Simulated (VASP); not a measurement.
# CdSiP2 (I-42d) in VASP: band structure with rSCAN

Aim: the band structure of CdSiP2 with rSCAN.

All numbers are computed with VASP 6.6.1; they aren't measurements. Logs are shortened: lines on timing, memory, paths and dates and some standing lists are left out, and cuts for length are marked.

**1. The cell of the first run**

Symmetry: I-42d, No. 122, tetragonal system. The conventional cell has a = 5.687 Å, b = 5.687 Å, c = 10.497 Å, α = 90.00°, β = 90.00°, γ = 90.00°. Cd (site symmetry -4) has 4 P at 2.57 Å within 3.4 Å. P (site symmetry 2) has 2 Si at 2.25 Å and 2 Cd at 2.57 Å within 3.0 Å. Within 3.0 Å of Si (site symmetry -4) lie 4 P at 2.25 Å.

**2. Band structure, rSCAN**

Input file INCAR:

```
ALGO = Normal ; EDIFF = 1E-6
EFERMI = MIDGAP ; ENCUT = 320
GGA_COMPAT = False ; ISMEAR = 0
KPAR = 8 ; LASPH = True
LCHARG = False ; LMIXTAU = True
LREAL = False ; LWAVE = False
METAGGA = RSCAN ; NBANDS = 44
NELM = 120 ; PREC = Accurate
SIGMA = 0.03
```

Input file KPOINTS:

```
Automatic mesh
0
Gamma
  5 5 5
  0 0 0
```

Input file KPOINTS_OPT:

```
path GXYSGZS1NPY1Z,XP
12
line-mode
reciprocal
 0.0000000000  0.0000000000  0.0000000000  G
 0.0000000000  0.0000000000  0.5000000000  X

 0.0000000000  0.0000000000  0.5000000000  X
-0.1467679498  0.1467679498  0.5000000000  Y

-0.1467679498  0.1467679498  0.5000000000  Y
-0.3233839749  0.3233839749  0.3233839749  S

-0.3233839749  0.3233839749  0.3233839749  S
 0.0000000000  0.0000000000  0.0000000000  G

 0.0000000000  0.0000000000  0.0000000000  G
 0.5000000000  0.5000000000 -0.5000000000  Z

 0.5000000000  0.5000000000 -0.5000000000  Z
 0.3233839749  0.6766160251 -0.3233839749  S1

 0.3233839749  0.6766160251 -0.3233839749  S1
 0.0000000000  0.5000000000  0.0000000000  N

 0.0000000000  0.5000000000  0.0000000000  N
 0.2500000000  0.2500000000  0.2500000000  P

 0.2500000000  0.2500000000  0.2500000000  P
 0.5000000000  0.5000000000 -0.1467679498  Y1

 0.5000000000  0.5000000000 -0.1467679498  Y1
 0.5000000000  0.5000000000 -0.5000000000  Z

 0.0000000000  0.0000000000  0.5000000000  X
 0.2500000000  0.2500000000  0.2500000000  P
```

Input file POSCAR:

```
CdSiP2
1.0
   -2.8436137418      2.8436137418      5.2485579018
    2.8436137418     -2.8436137418      5.2485579018
    2.8436137418      2.8436137418     -5.2485579018
Cd P Si
2 4 2
Direct
    0.0000000000      0.0000000000      0.0000000000
    0.7500000000      0.2500000000      0.5000000000
    0.5781283000      0.1250000000      0.9531283000
    0.3750000000      0.4218717000      0.5468717000
    0.1718717000      0.6250000000      0.0468717000
    0.8750000000      0.8281283000      0.4531283000
    0.2500000000      0.7500000000      0.5000000000
    0.5000000000      0.5000000000      0.0000000000
```

Potentials or basis: VASP PAW PBE potentials, release 64 (Cd, P, Si).

Command:

```
> cat potpaw_PBE.64/Cd/POTCAR potpaw_PBE.64/P/POTCAR potpaw_PBE.64/Si/POTCAR > POTCAR
> mpirun -np 8 vasp_std > vasp.out
```

OUTCAR:

```text
EDIFF = 1E-6
   EFERMI = MIDGAP
   ENCUT = 320
   ISMEAR = 0
   LASPH = True
   LREAL = False
   METAGGA = RSCAN
   NELM = 120
   PREC = Accurate

 Found     18 irreducible k-points:

 Following reciprocal coordinates:
            Coordinates               Weight
  0.000000  0.000000  0.000000      1.000000
  0.200000  0.000000 -0.000000      8.000000
  0.400000  0.000000 -0.000000      8.000000
  0.200000  0.200000 -0.000000      8.000000
  0.400000  0.200000 -0.000000     16.000000
 -0.400000  0.200000  0.000000     16.000000
   k-points           NKPTS =     18   k-points in BZ     NKDIM =     18   number of bands    NBANDS=     44
   number of dos      NEDOS =    301   number of ions     NIONS =      8
   total plane-waves  NPLWV =  64000
   dimension x,y,z NGX =    40 NGY =   40 NGZ =   40
   dimension x,y,z NGXF=    80 NGYF=   80 NGZF=   80
   ions per type =               2   4   2
   NGX,Y,Z   is equivalent  to a cutoff of  10.06, 10.06, 10.06 a.u.
   NGXF,Y,Z  is equivalent  to a cutoff of  20.11, 20.11, 20.11 a.u.
 SYSTEM =  unknown system
   PREC   = accura    normal or accurate (medium, high low for compatibility)
   ISTART =      0    job   : 0-new  1-cont  2-samecut
   ICHARG =      2    charge: 1-file 2-atom 10-const
   ISPIN  =      1    spin polarized calculation?
   LNONCOLLINEAR =      F non collinear calculations
   LSORBIT =      F    spin-orbit coupling
   LASPH  =      T    aspherical Exc in radial PAW
   ENCUT  =  320.0 eV  23.52 Ry    4.85 a.u.   9.64  9.64  9.64*2*pi/ulx,y,z
   NELM   =    120;   NELMIN=  2; NELMDL= -5     # of ELM steps
   EDIFF  = 0.1E-05   stopping-criterion for ELM
   LREAL  =      F    real-space projection
   EDIFFG = 0.1E-04   stopping-criterion for IOM
   NSW    =      0    number of steps for IOM
   IBRION =     -1    ionic relax: 0-MD 1-quasi-New 2-CG
   NFREE  =      0    steps in history (QN), initial steepest desc. (CG)
   ISIF   =      2    stress and relaxation
   ISYM   =      2    0-nonsym 1-usesym 2-fastsym
   POTIM  = 0.5000    time-step for ionic-motion
   TEBEG  =    0.0;   TEEND  =   0.0 temperature during run

   SCALEE = 1.0000    scale energy and forces
   PSTRESS=    0.0 pullay stress
   NELECT =      52.0000    total number of electrons
   NUPDOWN=      -1.0000    fix difference up-down
   EMIN   =  10.00;   EMAX   =-10.00  energy-range for DOS
   EFERMI =   0.00;   METHOD = MIDGAP
   ISMEAR =     0;   SIGMA  =   0.03  broadening in eV -4-tet -1-fermi 0-gaus
   EFERMI_NEDOS =   21; number of points for ismear=-14 and -15
   IALGO  =     38    algorithm
   IMIX   =      4    mixing-type and parameters
     AMIX     =   0.40;   BMIX     =  1.00
     AMIX_MAG =   1.60;   BMIX_MAG =  1.00
  volume/ion in A,a.u.               =      21.22       143.20
  Fermi-wavevector in a.u.,A,eV,Ry     =   1.103559  2.085424 16.569752  1.217842
  Thomas-Fermi vector in A             =   2.240019
   LORBIT       =      0    0 simple, 1 ext, 2 COOP (PROOUT), +10 PAW based schemes
   METAGGA = RSCAN    functional components
   LHFCALC =     F    Hartree Fock is set to
   AEXX    =    0.0000 exact exchange contribution
   IVDW    =     0    specifies the selected vdW correction
   LEPSILON=     F    determine dielectric tensor
   LRPA    =     F    only Hartree local field effects (RPA)

   CSHIFT  =0.1000    complex shift for real part using Kramers Kronig

   OMEGAMAX=  -1.0    maximum frequency
 non-spin polarized calculation
 Gauss-broadening in eV      SIGMA  =   0.03
  energy-cutoff  :      320.00
  volume of cell :      169.76
 maximum number of plane-waves:      2267
   NGX = 19   NGY = 19   NGZ = 19

 number of electron      52.0000024 magnetization

 Free energy of the ion-electron system (eV)
  ---------------------------------------------------
  ext. energy  EPLUGINS =         0.00000000
  ---------------------------------------------------
  free energy    TOTEN  =      -143.65165660 eV

  energy without entropy =     -143.65165660  energy(sigma->0) =     -143.65165660

 E-fermi :   4.5997     XC(G=0): -10.1629

 val. band max:        3.7850267868   @ k =   0.0000   0.0000   0.0000
 cond. band min:       5.4143926343   @ k =   0.0000   0.0000   0.0000
 fundamental gap:      1.6293658475
 Fermi energy:         4.5997097105

 k-point     1 :       0.0000    0.0000    0.0000
  band No.  band energies     occupation
      1      -9.4483      2.00000
      2      -6.8208      2.00000
      3      -6.8022      2.00000
      4      -6.8022      2.00000
      5      -5.2729      2.00000
      6      -4.6167      2.00000
[... 30 lines left out ...]
     37      10.2358      0.00000
     38      11.3894      0.00000

 k-point     2 :       0.2000    0.0000   -0.0000
  band No.  band energies     occupation
      1      -9.3001      2.00000
      2      -7.1726      2.00000
      3      -6.8617      2.00000
      4      -6.8382      2.00000
      5      -5.0632      2.00000
      6      -4.6240      2.00000
[... 30 lines left out ...]
     37      10.6232      0.00000
     38      11.0531      0.00000

 k-point     3 :       0.4000    0.0000   -0.0000
  band No.  band energies     occupation
      1      -8.9486      2.00000
      2      -7.7678      2.00000
      3      -6.9439      2.00000
      4      -6.8880      2.00000
      5      -4.8472      2.00000
      6      -4.7151      2.00000
[... 30 lines left out ...]
     37       9.9548      0.00000
     38      10.2988      0.00000

 k-point     4 :       0.2000    0.2000   -0.0000
  band No.  band energies     occupation
      1      -9.0923      2.00000
      2      -7.5461      2.00000
      3      -6.9218      2.00000
      4      -6.8775      2.00000
      5      -4.9095      2.00000
      6      -4.6704      2.00000
[... 30 lines left out ...]
     37      10.7422      0.00000
     38      10.8961      0.00000

 k-point     5 :       0.4000    0.2000   -0.0000
  band No.  band energies     occupation
      1      -8.7596      2.00000
      2      -7.9655      2.00000
      3      -7.0131      2.00000
      4      -6.9082      2.00000
      5      -4.7821      2.00000
      6      -4.7141      2.00000
[... 30 lines left out ...]
     37      10.1503      0.00000
     38      10.4497      0.00000

 k-point     6 :      -0.4000    0.2000    0.0000
  band No.  band energies     occupation
      1      -8.9191      2.00000
      2      -7.7378      2.00000
      3      -7.0087      2.00000
      4      -6.8796      2.00000
      5      -4.7642      2.00000
      6      -4.7130      2.00000
[... 30 lines left out ...]
     37      10.1818      0.00000
     38      10.3401      0.00000

 [... further k-points ...]

 [bands above 38 left out]

------------------------ aborting loop because EDIFF is reached ----------------------------------------

  FORCE on cell =-STRESS in cart. coord.  units (eV):
  Direction    XX          YY          ZZ          XY          YZ          ZX
  --------------------------------------------------------------------------------------
  -------------------------------------------------------------------------------------
  Total       -0.2053314     -0.2053314     -0.3172178      0.0000000      0.0000000      0.0000000
  in kB       -1.9378705     -1.9378705     -2.9938282      0.0000000      0.0000000      0.0000000
  external PRESSURE =      -2.2898564 kB  Pullay stress =       0.0000000 kB

 VOLUME and BASIS-vectors are now :
 -----------------------------------------------------------------------------
  energy-cutoff  :      320.00
  volume of cell :      169.76
      direct lattice vectors                 reciprocal lattice vectors
    -2.843613742  2.843613742  5.248557902     0.000000000  0.175832601  0.095264263
     2.843613742 -2.843613742  5.248557902     0.175832601  0.000000000  0.095264263
     2.843613742  2.843613742 -5.248557902     0.175832601  0.175832601  0.000000000

 POSITION                                       TOTAL-FORCE (eV/Angst)
 -----------------------------------------------------------------------------------
      0.00000      0.00000      0.00000        -0.000000      0.000000     -0.000000
      0.00000      2.84361      2.62428         0.000000      0.000000      0.000000
      1.42181      3.99885     -1.31214        -0.000000      0.001101     -0.000000
      1.68838      1.42181      1.31214        -0.001101      0.000000      0.000000
      1.42181     -1.15524      3.93642        -0.000000     -0.001101      0.000000
      1.15524      1.42181      6.56070         0.001101      0.000000     -0.000000
      2.84361      0.00000      2.62428         0.000000      0.000000     -0.000000
      0.00000      0.00000      5.24856         0.000000      0.000000     -0.000000
 -----------------------------------------------------------------------------------
    total drift:                                0.000011      0.000011      0.000013

  FREE ENERGIE OF THE ION-ELECTRON SYSTEM (eV)
  ---------------------------------------------------
  free  energy   TOTEN  =      -143.6516566042 eV

  energy  without entropy=     -143.6516566042  energy(sigma->0) =     -143.65165660
```

Run time: 5.6 min. Hardware: 8 MPI ranks of Intel Xeon Platinum 8375C at 2.90GHz (Ice Lake), shared host; peak memory 0.35 GiB.

What came out:

| Quantity | Value |
| --- | --- |
| Free energy | -143.6517 eV |
| Pressure | -0.2 GPa |
| Band gap on the k mesh | 1.63 eV |
| Band gap along the path | 1.63 eV |

Levels at the corners of the path, in eV from the valence-band top:
| point | band 22 | band 23 | band 24 | band 25 | band 26 | band 27 | band 28 | band 29 | band 30 | band 31 |
| --- | --- | --- | --- | --- | --- | --- | --- | --- | --- | --- |
| Γ | -1.97 | -1.97 | -0.26 | -0.26 | 0.00 | 1.63 | 2.29 | 2.44 | 3.65 | 3.65 |
| X | -1.85 | -0.90 | -0.90 | -0.44 | -0.44 | 2.25 | 2.25 | 3.34 | 3.34 | 4.09 |
| X | -1.85 | -0.90 | -0.90 | -0.44 | -0.44 | 2.25 | 2.25 | 3.34 | 3.34 | 4.09 |
| Y | -2.21 | -1.01 | -1.01 | -0.66 | -0.66 | 2.49 | 2.49 | 3.65 | 3.65 | 3.90 |
| Y | -2.21 | -1.01 | -1.01 | -0.66 | -0.66 | 2.49 | 2.49 | 3.65 | 3.65 | 3.90 |
| S | -2.42 | -1.95 | -1.74 | -0.84 | -0.19 | 2.04 | 3.02 | 3.31 | 3.42 | 4.61 |
| S | -2.42 | -1.95 | -1.74 | -0.84 | -0.19 | 2.04 | 3.02 | 3.31 | 3.42 | 4.61 |
| Γ | -1.97 | -1.97 | -0.26 | -0.26 | 0.00 | 1.63 | 2.29 | 2.44 | 3.65 | 3.65 |
| Γ | -1.97 | -1.97 | -0.26 | -0.26 | 0.00 | 1.63 | 2.29 | 2.44 | 3.65 | 3.65 |
| Z | -1.94 | -1.86 | -1.86 | -0.75 | -0.75 | 2.25 | 2.25 | 2.32 | 2.32 | 3.42 |
| Z | -1.94 | -1.86 | -1.86 | -0.75 | -0.75 | 2.25 | 2.25 | 2.32 | 2.32 | 3.42 |
| S1 | -2.42 | -1.95 | -1.74 | -0.84 | -0.19 | 2.04 | 3.02 | 3.31 | 3.42 | 4.61 |
| S1 | -2.42 | -1.95 | -1.74 | -0.84 | -0.19 | 2.04 | 3.02 | 3.31 | 3.42 | 4.61 |
| N | -2.71 | -1.79 | -1.61 | -0.88 | -0.50 | 2.77 | 3.13 | 3.27 | 4.41 | 4.68 |
| N | -2.71 | -1.79 | -1.61 | -0.88 | -0.50 | 2.77 | 3.13 | 3.27 | 4.41 | 4.68 |
| P | -1.96 | -0.92 | -0.92 | -0.75 | -0.75 | 2.84 | 2.84 | 2.99 | 2.99 | 4.18 |
| P | -1.96 | -0.92 | -0.92 | -0.75 | -0.75 | 2.84 | 2.84 | 2.99 | 2.99 | 4.18 |
| Y1 | -2.21 | -1.01 | -1.01 | -0.66 | -0.66 | 2.49 | 2.49 | 3.65 | 3.65 | 3.90 |
| Y1 | -2.21 | -1.01 | -1.01 | -0.66 | -0.66 | 2.49 | 2.49 | 3.65 | 3.65 | 3.90 |
| Z | -1.94 | -1.86 | -1.86 | -0.75 | -0.75 | 2.25 | 2.25 | 2.32 | 2.32 | 3.42 |
| X | -1.85 | -0.90 | -0.90 | -0.44 | -0.44 | 2.25 | 2.25 | 3.34 | 3.34 | 4.09 |
| P | -1.96 | -0.92 | -0.92 | -0.75 | -0.75 | 2.84 | 2.84 | 2.99 | 2.99 | 4.18 |

Caveat: the cutoff is under 1.25 times the usual one of these potentials, so pressure, stress and relaxed cells hold a basis-set (Pulay) error; the PAW data sets were made with another functional, which shifts forces and pressure a little.
